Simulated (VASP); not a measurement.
# InSe in VASP: single point with PBE+D3(BJ)

Aim: the single point of InSe with PBE+D3(BJ).

Program: VASP 6.6.1. These are calculated values, not measurements. Logs are shortened: lines on timing, memory, paths and dates and some standing lists are left out, and cuts for length are marked.

## Step 1: The cell of the first run

The cell holds a slab with vacuum, 4 atoms: a = 4.027 Å, b = 4.027 Å, c = 36.721 Å, α = 90.00°, β = 90.00°, γ = 120.00°.

## Step 2: Single point, PBE+D3(BJ)

File POSCAR:

```
InSe
1.0
    4.0265600847      0.0000000000      0.0000000000
   -2.0132800424      3.4871033232      0.0000000000
    0.0000000000      0.0000000000     36.7211901288
Se In
2 2
Direct
    0.0000000000      0.0000000000      0.4266547739
    0.0000000000      0.0000000000      0.5733174808
    0.6666666667      0.3333333333      0.4619360802
    0.6666666667      0.3333333333      0.5380362293
```

File INCAR.step1:

```
SYSTEM = InSe
ALGO = Normal ; DIPOL = 0.5 0.5 0.500
EDIFF = 1E-6 ; ENCUT = 520
GGA = PE ; IDIPOL = 3
ISIF = 2 ; ISMEAR = 0
IVDW = 12 ; LASPH = .True.
LCHARG = .True. ; LDIPOL = .True.
LREAL = .False. ; LWAVE = .False.
NBANDS = 27 ; NELM = 60
PREC = Accurate ; SIGMA = 0.02
```

File KPOINTS.step1:

```
k-points
0
Gamma
  12 12 1
  0 0 0
```

File INCAR.step2:

```
SYSTEM = InSe
ALGO = Normal ; DIPOL = 0.5 0.5 0.500
EDIFF = 1E-6 ; ENCUT = 520
GGA = PE ; ICHARG = 11
IDIPOL = 3 ; ISIF = 2
ISMEAR = -5 ; IVDW = 12
LASPH = .True. ; LCHARG = .False.
LDIPOL = .True. ; LORBIT = 11
LREAL = .False. ; LWAVE = .False.
NEDOS = 1001 ; NELM = 60
PREC = Accurate ; SIGMA = 0.02
```

File KPOINTS.step2:

```
k-points
0
Gamma
  18 18 1
  0 0 0
```

Potentials or basis: VASP PAW PBE potentials, release 64 (Se, In_d).

Launch:

```
cat potpaw_PBE.64/Se/POTCAR potpaw_PBE.64/In_d/POTCAR > POTCAR
cp INCAR.step1 INCAR
cp KPOINTS.step1 KPOINTS
mpirun -np 1 vasp_std > vasp.out
cp INCAR.step2 INCAR
cp KPOINTS.step2 KPOINTS
mpirun -np 1 vasp_std > vasp.out
```

OUTCAR:

```text
SYSTEM = InSe
   EDIFF = 1E-6
   ENCUT = 520
   GGA = PE
   ICHARG = 11
   ISIF = 2
   ISMEAR = -5
   IVDW = 12
   LASPH = .True.
   LORBIT = 11
   LREAL = .False.
   NELM = 60
   PREC = Accurate
 IVDW          = 12

 ion  position               nearest neighbor table
   1  0.000  0.000  0.427-   3 2.66   3 2.66   3 2.66
   2  0.000  0.000  0.573-   4 2.66   4 2.66   4 2.66
   3  0.667  0.333  0.462-   1 2.66   1 2.66   1 2.66   4 2.79
   4  0.667  0.333  0.538-   2 2.66   2 2.66   2 2.66   3 2.79

  LATTYP: Found a hexagonal cell.
 ALAT       =     4.0265600847
 C/A-ratio  =     9.1197422505

  Lattice vectors:

 A1 = (   4.0265600847,   0.0000000000,   0.0000000000)
 A2 = (  -2.0132800424,   3.4871033232,   0.0000000000)
 A3 = (   0.0000000000,   0.0000000000,  36.7211901288)

Analysis of symmetry for initial positions (statically):
=====================================================================
 Subroutine PRICEL returns:
 Original cell was already a primitive cell.

 Routine SETGRP: Setting up the symmetry group for a
 hexagonal supercell.

 Subroutine GETGRP returns: Found 12 space group operations
 (whereof  6 operations were pure point group operations)
 out of a pool of 24 trial point group operations.

The static configuration has the point symmetry C_3v.
 The point group associated with its full space group is D_3h.

Analysis of symmetry for dynamics (positions and initial velocities):
=====================================================================
 Subroutine PRICEL returns:
 Original cell was already a primitive cell.

 Routine SETGRP: Setting up the symmetry group for a
 hexagonal supercell.

 Subroutine GETGRP returns: Found 12 space group operations
 (whereof  6 operations were pure point group operations)
 out of a pool of 24 trial point group operations.

The dynamic configuration has the point symmetry C_3v.
 The point group associated with its full space group is D_3h.

 Subroutine INISYM returns: Found 12 space group operations
 (whereof  6 operations are pure point group operations),
 and found     1 'primitive' translations

----------------------------------------------------------------------------------------

                                     Primitive cell

  volume of cell :     515.6034

  direct lattice vectors                    reciprocal lattice vectors
     4.026560085  0.000000000  0.000000000     0.248350944  0.143385485  0.000000000
    -2.013280042  3.487103323  0.000000000     0.000000000  0.286770969  0.000000000
     0.000000000  0.000000000 36.721190129     0.000000000  0.000000000  0.027232233
[... 107 lines left out ...]
   IALGO  =     38    algorithm
   IMIX   =      4    mixing-type and parameters
     AMIX     =   0.40;   BMIX     =  1.00
     AMIX_MAG =   1.60;   BMIX_MAG =  1.00
  volume/ion in A,a.u.               =     128.90       869.87
  Fermi-wavevector in a.u.,A,eV,Ry     =   0.686379  1.297069  6.409928  0.471116
  Thomas-Fermi vector in A             =   1.766591
   LORBIT       =     11    0 simple, 1 ext, 2 COOP (PROOUT), +10 PAW based schemes
   GGA     = PE    functional components
   LHFCALC =     F    Hartree Fock is set to
   AEXX    =    0.0000 exact exchange contribution
   IVDW    =    12    specifies the selected vdW correction
   LEPSILON=     F    determine dielectric tensor
   LRPA    =     F    only Hartree local field effects (RPA)
 non-spin polarized calculation
 Fermi weights with tetrahedron method with Bloechl corrections
  energy-cutoff  :      520.00
  volume of cell :      515.60
 maximum number of plane-waves:     13981
 NGX is ok and might be reduce to    30

 number of electron      38.0000001 magnetization

 dipolmoment           0.000000      0.000000      0.000192 electrons x Angstroem

 Free energy of the ion-electron system (eV)
  ---------------------------------------------------
  ext. energy  EPLUGINS =         0.00000000
  ---------------------------------------------------
  free energy    TOTEN  =       -14.20356283 eV

  energy without entropy =      -14.20356283  energy(sigma->0) =      -14.20356283

 E-fermi :  -3.8776     XC(G=0):  -2.3205

 val. band max:       -3.8796675739   @ k =   0.1111   0.0556   0.0000
 cond. band min:      -2.2608579107   @ k =   0.0000   0.0000   0.0000
 fundamental gap:      1.6188096632
 Fermi energy:        -3.8776373892

 k-point     1 :       0.0000    0.0000    0.0000
  band No.  band energies     occupation
      1     -17.8911      2.00000
      2     -17.7082      2.00000
      3     -17.7082      2.00000
      4     -17.6256      2.00000
      5     -17.6256      2.00000
      6     -17.6171      2.00000
[... 613 lines left out ...]
     22       0.6945      0.00000
     23       0.7814      0.00000

 [... further k-points ...]

------------------------ aborting loop because EDIFF is reached ----------------------------------------

 vacuum level on the upper side and lower side of the slab       (xc-potential included)        -0.004        -0.007

 Edisp (eV)   -0.88599

 E8    (eV) :    -0.4274

  FORCE on cell =-STRESS in cart. coord.  units (eV):
  Direction    XX          YY          ZZ          XY          YZ          ZX
  --------------------------------------------------------------------------------------
  -------------------------------------------------------------------------------------
  Total       0.03414     0.03414     0.03232    -0.00000     0.00000     0.00000
  in kB       0.10608     0.10608     0.10042    -0.00000     0.00000     0.00000
  external pressure =        0.10 kB  Pullay stress =        0.00 kB

 VOLUME and BASIS-vectors are now :
 -----------------------------------------------------------------------------
  energy-cutoff  :      520.00
  volume of cell :      515.60
      direct lattice vectors                 reciprocal lattice vectors
     4.026560085  0.000000000  0.000000000     0.248350944  0.143385485  0.000000000
    -2.013280042  3.487103323  0.000000000     0.000000000  0.286770969  0.000000000
     0.000000000  0.000000000 36.721190129     0.000000000  0.000000000  0.027232233

 POSITION                                       TOTAL-FORCE (eV/Angst)
 -----------------------------------------------------------------------------------
      0.00000      0.00000     15.66727        -0.000000      0.000000     -0.013996
      0.00000      0.00000     21.05290        -0.000000      0.000000      0.013996
      2.01328      1.16237     16.96284         0.000000     -0.000000      0.012253
      2.01328      1.16237     19.75733         0.000000     -0.000000     -0.012253
 -----------------------------------------------------------------------------------
    total drift:                               -0.008465      0.004887      0.034547

  FREE ENERGIE OF THE ION-ELECTRON SYSTEM (eV)
  ---------------------------------------------------
  free  energy   TOTEN  =       -15.0895514886 eV

  energy  without entropy=      -15.0895514886  energy(sigma->0) =      -15.08955149

 vacuum level on the upper side and lower side of the slab         2.108         2.105

 total charge

# of ion       s       p       d       tot
------------------------------------------
    1        1.471   2.332   0.021   3.824
    2        1.471   2.332   0.021   3.824
    3        0.858   0.656   9.882  11.396
    4        0.858   0.656   9.882  11.396
--------------------------------------------------
tot          4.657   5.976  19.807  30.440
```

OSZICAR.step1:

```text
N       E                     dE             d eps       ncg     rms          rms(c)
DAV:   1     0.295764592957E+03    0.29576E+03   -0.14482E+04  1154   0.106E+03
DAV:   2     0.203808890794E+02   -0.27538E+03   -0.27027E+03  1270   0.261E+02
DAV:   3    -0.135207204052E+02   -0.33902E+02   -0.33647E+02  1347   0.113E+02
DAV:   4    -0.146396621785E+02   -0.11189E+01   -0.11173E+01  1285   0.257E+01
[... 13 lines left out ...]
DAV:  18    -0.142036600880E+02   -0.10301E-04   -0.18213E-07   948   0.316E-03    0.666E-04
DAV:  19    -0.142036661062E+02   -0.60182E-05   -0.85492E-08   888   0.137E-03    0.251E-04
DAV:  20    -0.142036689602E+02   -0.28540E-05   -0.10989E-07   880   0.829E-04    0.184E-04
DAV:  21    -0.142036701598E+02   -0.11996E-05   -0.21511E-08   869   0.792E-04    0.135E-04
DAV:  22    -0.142036705481E+02   -0.38833E-06   -0.35767E-09   782   0.394E-04
   1 F= -.15089659E+02 E0= -.15089659E+02  d E =-.272130E-14
```

It took 9.3 min on 1 thread of Intel Xeon Platinum 8488C (Sapphire Rapids), shared host; peak memory 0.78 GiB.

Results:

```yaml
Valence_electrons_inside_the_program's_atomic_spheres: Se 3.82; In 11.40
Dispersion_energy_per_atom: -0.221 eV
```

Caveat: spin-orbit coupling is left out, which moves the levels of the heavy elements.
